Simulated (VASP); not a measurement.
# Se (P-1) in VASP: notebook

The runs below take Se through single point, with PBEsol.

All numbers are computed with VASP 6.6.1; they aren't measurements. Logs are shortened: lines on timing, memory, paths and dates and some standing lists are left out, and cuts for length are marked.

## Step 1: The cell of the first run

The typed cell holds 2 atoms: a = 4.385 Å, b = 4.418 Å, c = 4.430 Å, α = 59.22°, β = 60.91°, γ = 60.13°.

## Step 2: Single point, PBEsol

INCAR

```
SYSTEM = Se
ALGO     = Normal         ! electronic algorithm
EDIFF    = 1E-7           ! SCF threshold, eV
ENCUT    = 520            ! plane-wave cutoff, eV
GGA      = PS             ! functional
ISIF     = 2              ! what is computed and relaxed
ISMEAR   = -1             ! smearing method
LASPH    = .True.         ! aspherical terms in the spheres
LCHARG   = .False.        ! write CHGCAR
LREAL    = .False.        ! projectors in reciprocal space
LWAVE    = .False.        ! write WAVECAR
NBANDS   = 13             ! bands
NELM     = 80             ! most SCF steps
PREC     = Accurate       ! precision mode
SIGMA    = 0.05           ! smearing width, eV
```

KPOINTS

```
k-points
0
Gamma
  4 4 4
  0 0 0
```

POSCAR

```
Se
1.0
   -0.0107420367      3.0839329119      3.1174169185
    3.1533668015      0.0116704841      3.0950043977
    3.1779656662      3.0861192558     -0.0129283806
Se
2
Direct
    0.4913800000      0.5098000000      0.4985300000
    0.7581100000      0.7324300000      0.7726200000
```

Potentials or basis: VASP PAW PBE potentials, release 64 (Se).

On the command line:

```bash
> cat potpaw_PBE.64/Se/POTCAR > POTCAR
> mpirun -np 1 vasp_std > vasp.out
```

OUTCAR:

```text
SYSTEM = Se
   EDIFF = 1E-7
   ENCUT = 520
   GGA = PS
   ISIF = 2
   ISMEAR = -1
   LASPH = .True.
   LREAL = .False.
   NELM = 80
   PREC = Accurate

 ion  position               nearest neighbor table
   1  0.491  0.510  0.499-   2 2.63   2 2.66   2 2.75   2 2.78
   2  0.758  0.732  0.773-   1 2.63   1 2.66   1 2.75   1 2.78

  LATTYP: Found a triclinic cell.
 ALAT       =     7.5925113929
 B/A-ratio  =     0.5757959409
 C/A-ratio  =     1.4221936676
 COS(alpha) =     0.0022611127
 COS(beta)  =     0.4793304910
 COS(gamma) =     0.8621746754

  Lattice vectors:

 A1 = (  -3.1287679368,   3.0627782876,  -6.2029371760)
 A2 = (   0.0245988647,   3.0744487717,  -3.1079327783)
 A3 = (  -6.3205904310,  -6.1817226518,  -6.1994929356)

Analysis of symmetry for initial positions (statically):
=====================================================================
 Subroutine PRICEL returns:
 Original cell was already a primitive cell.

 Routine SETGRP: Setting up the symmetry group for a
 triclinic supercell.

 Subroutine GETGRP returns: Found  2 space group operations
 (whereof  1 operations were pure point group operations)
 out of a pool of  2 trial point group operations.

The static configuration has the point symmetry C_1 .
 The point group associated with its full space group is S_2 .

Analysis of symmetry for dynamics (positions and initial velocities):
=====================================================================
 Subroutine PRICEL returns:
 Original cell was already a primitive cell.

 Routine SETGRP: Setting up the symmetry group for a
 triclinic supercell.

 Subroutine GETGRP returns: Found  2 space group operations
 (whereof  1 operations were pure point group operations)
 out of a pool of  2 trial point group operations.

The dynamic configuration has the point symmetry C_1 .
 The point group associated with its full space group is S_2 .

 Subroutine INISYM returns: Found  2 space group operations
 (whereof  1 operations are pure point group operations),
 and found     1 'primitive' translations

----------------------------------------------------------------------------------------

                                     Primitive cell

  volume of cell :      60.7834

  direct lattice vectors                    reciprocal lattice vectors
    -0.010742037  3.083932912  3.117416919    -0.157143363  0.162488280  0.159493908
     3.153366801  0.011670484  3.095004398     0.158934759 -0.162987091  0.161784115
     3.177965666  3.086119256 -0.012928381     0.156431007  0.162274735 -0.159992719

  length of vectors
     4.385093595  4.418473787  4.429871892     0.276649208  0.279283277  0.276408067

  position of ions in fractional coordinates (direct lattice)
     0.491380000  0.509800000  0.498530000
     0.758110000  0.732430000  0.772620000

  ion indices of the primitive-cell ions
   primitive index   ion index
                 1           1
                 2           2

----------------------------------------------------------------------------------------

 KPOINTS: k-points

Automatic generation of k-mesh.
 Grid dimensions read from file:
 generate k-points for:    4    4    4

 Generating k-lattice:

  Cartesian coordinates                     Fractional coordinates (reciprocal lattice)
    -0.039285841  0.040622070  0.039873477     0.250000000  0.000000000 -0.000000000
     0.039733690 -0.040746773  0.040446029     0.000000000  0.250000000 -0.000000000
     0.039107752  0.040568684 -0.039998180    -0.000000000 -0.000000000  0.250000000

  Length of vectors
     0.069162302  0.069820819  0.069102017

  Shift w.r.t. Gamma in fractional coordinates (k-lattice)
     0.000000000  0.000000000  0.000000000

 Subroutine IBZKPT returns following result:
 ===========================================

 Found     36 irreducible k-points:

 Following reciprocal coordinates:
            Coordinates               Weight
  0.000000  0.000000  0.000000      1.000000
  0.250000 -0.000000 -0.000000      2.000000
  0.500000 -0.000000 -0.000000      1.000000
  0.000000  0.250000 -0.000000      2.000000
  0.250000  0.250000  0.000000      2.000000
  0.500000  0.250000  0.000000      2.000000
[... 16 lines left out ...]
 -0.000000 -0.250000  0.250000      2.000000
  0.250000 -0.250000  0.250000      2.000000
 [... further k-points ...]
   k-points           NKPTS =     36   k-points in BZ     NKDIM =     36   number of bands    NBANDS=     13
   number of dos      NEDOS =    301   number of ions     NIONS =      2
   total plane-waves  NPLWV =  46656
   dimension x,y,z NGX =    36 NGY =   36 NGZ =   36
   dimension x,y,z NGXF=    72 NGYF=   72 NGZF=   72
   ions per type =               2
   NGX,Y,Z   is equivalent  to a cutoff of  13.65, 13.55, 13.51 a.u.
   NGXF,Y,Z  is equivalent  to a cutoff of  27.30, 27.09, 27.02 a.u.
 SYSTEM =  Se
   PREC   = accura    normal or accurate (medium, high low for compatibility)
   ISTART =      0    job   : 0-new  1-cont  2-samecut
   ICHARG =      2    charge: 1-file 2-atom 10-const
   ISPIN  =      1    spin polarized calculation?
   LNONCOLLINEAR =      F non collinear calculations
   LSORBIT =      F    spin-orbit coupling
   LASPH  =      T    aspherical Exc in radial PAW
   ENCUT  =  520.0 eV  38.22 Ry    6.18 a.u.   8.15  8.22  8.24*2*pi/ulx,y,z
   NELM   =     80;   NELMIN=  2; NELMDL= -5     # of ELM steps
   EDIFF  = 0.1E-06   stopping-criterion for ELM
   LREAL  =      F    real-space projection
   EDIFFG = 0.1E-05   stopping-criterion for IOM
   NSW    =      0    number of steps for IOM
   IBRION =     -1    ionic relax: 0-MD 1-quasi-New 2-CG
   NFREE  =      0    steps in history (QN), initial steepest desc. (CG)
   ISIF   =      2    stress and relaxation
   ISYM   =      2    0-nonsym 1-usesym 2-fastsym
   POTIM  = 0.5000    time-step for ionic-motion
   TEBEG  =    0.0;   TEEND  =   0.0 temperature during run
   PSTRESS=    0.0 pullay stress
   NELECT =      12.0000    total number of electrons
   NUPDOWN=      -1.0000    fix difference up-down
   EMIN   =  10.00;   EMAX   =-10.00  energy-range for DOS
   EFERMI =   0.00;   METHOD = LEGACY
   ISMEAR =    -1;   SIGMA  =   0.05  broadening in eV -4-tet -1-fermi 0-gaus
   EFERMI_NEDOS =   21; number of points for ismear=-14 and -15
   IALGO  =     38    algorithm
   IMIX   =      4    mixing-type and parameters
     AMIX     =   0.40;   BMIX     =  1.00
     AMIX_MAG =   1.60;   BMIX_MAG =  1.00
  volume/ion in A,a.u.               =      30.39       205.09
  Fermi-wavevector in a.u.,A,eV,Ry     =   0.953250  1.801382 12.363427  0.908686
  Thomas-Fermi vector in A             =   2.081888
   LORBIT       =      0    0 simple, 1 ext, 2 COOP (PROOUT), +10 PAW based schemes
   GGA     = PS    functional components
   LHFCALC =     F    Hartree Fock is set to
   AEXX    =    0.0000 exact exchange contribution
   IVDW    =     0    specifies the selected vdW correction
   LEPSILON=     F    determine dielectric tensor
   LRPA    =     F    only Hartree local field effects (RPA)
 non-spin polarized calculation
  energy-cutoff  :      520.00
  volume of cell :       60.78
 maximum number of plane-waves:      1654
 NGX is ok and might be reduce to    36
   NGX = 17   NGY = 17   NGZ = 17

 number of electron      12.0000000 magnetization

 Free energy of the ion-electron system (eV)
  ---------------------------------------------------
  ext. energy  EPLUGINS =         0.00000000
  ---------------------------------------------------
  free energy    TOTEN  =        -6.63501331 eV

  energy without entropy =       -6.61805666  energy(sigma->0) =       -6.62653499

 E-fermi :   2.2807     XC(G=0):  -8.5131

 val. band max:        2.2525469319   @ k =  -0.0000  -0.2500   0.2500
 cond. band min:       2.3037029165   @ k =  -0.0000   0.0000   0.5000
 fundamental gap:      0.0511559846
 Fermi energy:         2.2807396429

 k-point     1 :       0.0000    0.0000    0.0000
  band No.  band energies     occupation
      1     -13.2579      2.00000
      2      -7.8412      2.00000
      3      -1.8101      2.00000
      4      -1.1589      2.00000
      5      -0.7642      2.00000
      6       1.1504      2.00000
      7       1.3942      2.00000
      8       1.8661      1.99950
      9       6.4654      0.00000
     10       9.6593      0.00000
     11      10.0652      0.00000
     12      11.2795      0.00000
     13      11.9482      0.00000

 k-point     2 :       0.2500   -0.0000   -0.0000
  band No.  band energies     occupation
      1     -12.8313      2.00000
      2      -8.8726      2.00000
      3      -1.9359      2.00000
      4      -1.5156      2.00000
      5      -1.2889      2.00000
      6       1.8169      1.99981
      7       2.1509      1.86126
      8       2.7076      0.00039
      9       7.9319      0.00000
     10       9.0575      0.00000
     11       9.2625      0.00000
     12      10.9962      0.00000
     13      13.6892      0.00000

 k-point     3 :       0.5000   -0.0000   -0.0000
  band No.  band energies     occupation
      1     -12.1414      2.00000
      2     -10.0528      2.00000
      3      -2.1691      2.00000
      4      -1.8459      2.00000
      5      -1.6385      2.00000
      6       2.2225      1.52471
      7       2.9997      0.00000
      8       4.1311      0.00000
      9       8.7666      0.00000
     10       9.0373      0.00000
     11       9.7748      0.00000
     12      10.4998      0.00000
     13      11.7398      0.00000
[... 305 lines left out ...]
 k-point    23 :      -0.0000   -0.2500    0.2500
  band No.  band energies     occupation
      1     -12.2634      2.00000
      2      -9.7763      2.00000
      3      -3.0828      2.00000
      4      -1.9314      2.00000
      5      -0.5486      2.00000
      6       2.2525      1.27469
      7       2.6730      0.00078
      8       3.5436      0.00000
      9       8.4550      0.00000
     10       8.8379      0.00000
     11       9.7741      0.00000
     12      11.9970      0.00000
     13      12.9329      0.00000

 k-point    24 :       0.2500   -0.2500    0.2500
  band No.  band energies     occupation
      1     -12.0528      2.00000
      2      -9.9998      2.00000
      3      -2.8892      2.00000
      4      -2.7907      2.00000
      5      -0.3674      2.00000
      6       1.6476      1.99999
      7       3.6436      0.00000
      8       3.8517      0.00000
      9       7.9381      0.00000
     10       9.3785      0.00000
     11      10.5243      0.00000
     12      12.1263      0.00000
     13      12.8998      0.00000

 [... further k-points ...]
[... 5 lines left out ...]
  --------------------------------------------------------------------------------------
  -------------------------------------------------------------------------------------
  Total        0.3067039     -0.3416386      0.0371167     -0.2829950      0.0338012      1.0872212
  in kB        8.0843492     -9.0051874      0.9783522     -7.4594113      0.8909583     28.6578564
  external PRESSURE =       0.0191714 kB  Pullay stress =       0.0000000 kB

 VOLUME and BASIS-vectors are now :
 -----------------------------------------------------------------------------
  energy-cutoff  :      520.00
  volume of cell :       60.78
      direct lattice vectors                 reciprocal lattice vectors
    -0.010742037  3.083932912  3.117416919    -0.157143363  0.162488280  0.159493908
     3.153366801  0.011670484  3.095004398     0.158934759 -0.162987091  0.161784115
     3.177965666  3.086119256 -0.012928381     0.156431007  0.162274735 -0.159992719

 POSITION                                       TOTAL-FORCE (eV/Angst)
 -----------------------------------------------------------------------------------
      3.18662      3.05986      3.10322        -0.165141     -0.974674      0.168104
      4.75684      4.73091      4.62023         0.165141      0.974674     -0.168104
 -----------------------------------------------------------------------------------
    total drift:                               -0.000000      0.000000     -0.000001

  FREE ENERGIE OF THE ION-ELECTRON SYSTEM (eV)
  ---------------------------------------------------
  free  energy   TOTEN  =        -6.6350133125 eV

  energy  without entropy=       -6.6180566582  energy(sigma->0) =       -6.62653499
```

It took 19 s on 1 thread of AMD EPYC 9R45 (Zen 5), shared host; peak memory 0.17 GiB.

What came out:

* Free energy: -6.6350 eV
* Pressure: 0.0 GPa
* Largest force: 1.003 eV/Å
* Band gap on the k mesh: zero (band 6 reaches 2.44 eV, above the bottom of band 7 at 1.39 eV)

Forces in eV/Å, atoms in the order of the input:
```
Se  -0.165 -0.975  0.168
Se   0.165  0.975 -0.168
```

Stress tensor (GPa, compression positive):
```
 0.81 -0.75  2.87
-0.75 -0.90  0.09
 2.87  0.09  0.10
```

Levels at points of the mesh, in eV from the Fermi level:
```tsv
k point	band 3	band 4	band 5	band 6	band 7	band 8	band 9	band 10
(0.00, 0.00, 0.00)	-4.09	-3.44	-3.04	-1.13	-0.89	-0.41	4.18	7.38
(0.50, 0.00, 0.00)	-4.45	-4.13	-3.92	-0.06	0.72	1.85	6.49	6.76
(0.00, 0.50, 0.00)	-4.70	-4.41	-4.05	-0.08	0.55	1.71	6.61	7.19
(0.50, 0.50, 0.00)	-5.13	-4.98	-2.15	-1.93	2.21	2.34	6.05	6.22
(0.00, 0.00, 0.50)	-4.34	-4.09	-3.97	0.02	0.67	1.90	6.36	6.78
(0.50, 0.00, 0.50)	-5.41	-4.87	-2.43	-1.67	2.09	2.56	5.81	6.59
(0.00, 0.50, 0.50)	-5.01	-4.95	-2.03	-1.95	2.22	2.27	6.05	6.07
(0.50, 0.50, 0.50)	-4.71	-4.31	-3.90	-0.15	0.70	1.73	6.66	6.98
```

Caveat: the k points lie up to 0.44 Å⁻¹ apart; the PAW data sets were made with another functional, which shifts forces and pressure a little.

## Step 3: Single point, PBEsol

This run uses another cell than the first one, of 30.54 Å³/atom, 1.005 times its volume.

INCAR

```
ALGO = Normal
EDIFF = 1E-7
ENCUT = 520
GGA = PS
ISIF = 2
ISMEAR = -1
LASPH = T
LCHARG = F
LREAL = F
LWAVE = F
NBANDS = 13
NELM = 100
PREC = Accurate
SIGMA = 0.05
```

KPOINTS

```
k-points
0
Gamma
  4 4 4
```

POSCAR

```
Se
1.0
   -0.0107600000      3.0890900000      3.1226300000
    3.1586400000      0.0116900000      3.1001800000
    3.1832800000      3.0912800000     -0.0129500000
Se
2
Direct
    0.4913800000      0.5098000000      0.4985300000
    0.7581100000      0.7324300000      0.7726200000
```

Potentials or basis: VASP PAW PBE potentials, release 64 (Se).

On the command line:

```bash
> cat potpaw_PBE.64/Se/POTCAR > POTCAR
> mpirun -np 1 vasp_std > vasp.out
```

It took 19 s on 1 thread of AMD EPYC 9R45 (Zen 5), shared host; peak memory 0.17 GiB.

It converged, with:

```yaml
Free_energy: -6.6348 eV
Pressure: -0.2 GPa
Largest_force: 0.996 eV/Å
Band_gap_on_the_k_mesh: zero (band 6 reaches 2.39 eV, above the bottom of band 7 at 1.36 eV)
```

Forces in eV/Å, atoms in the order of the input:
```
Se  -0.164 -0.968  0.167
Se   0.164  0.968 -0.167
```

Stress tensor (GPa, compression positive):
```
 0.57 -0.75  2.88
-0.75 -1.10  0.09
 2.88  0.09 -0.12
```

Levels at points of the mesh, in eV from the Fermi level:
| k point | band 4 | band 5 | band 6 | band 7 | band 8 | band 9 |
| --- | --- | --- | --- | --- | --- | --- |
| (0.00, 0.00, 0.00) | -3.42 | -3.03 | -1.12 | -0.88 | -0.41 | 4.19 |
| (0.50, 0.00, 0.00) | -4.11 | -3.90 | -0.05 | 0.72 | 1.83 | 6.49 |
| (0.00, 0.50, 0.00) | -4.39 | -4.03 | -0.08 | 0.56 | 1.70 | 6.62 |
| (0.50, 0.50, 0.00) | -4.95 | -2.14 | -1.92 | 2.20 | 2.32 | 6.05 |
| (0.00, 0.00, 0.50) | -4.07 | -3.95 | 0.03 | 0.67 | 1.88 | 6.36 |
| (0.50, 0.00, 0.50) | -4.85 | -2.41 | -1.66 | 2.08 | 2.54 | 5.81 |
| (0.00, 0.50, 0.50) | -4.92 | -2.02 | -1.94 | 2.20 | 2.25 | 6.05 |
| (0.50, 0.50, 0.50) | -4.29 | -3.88 | -0.15 | 0.70 | 1.71 | 6.66 |

Caveat: the k points lie up to 0.44 Å⁻¹ apart; the PAW data sets were made with another functional, which shifts forces and pressure a little.
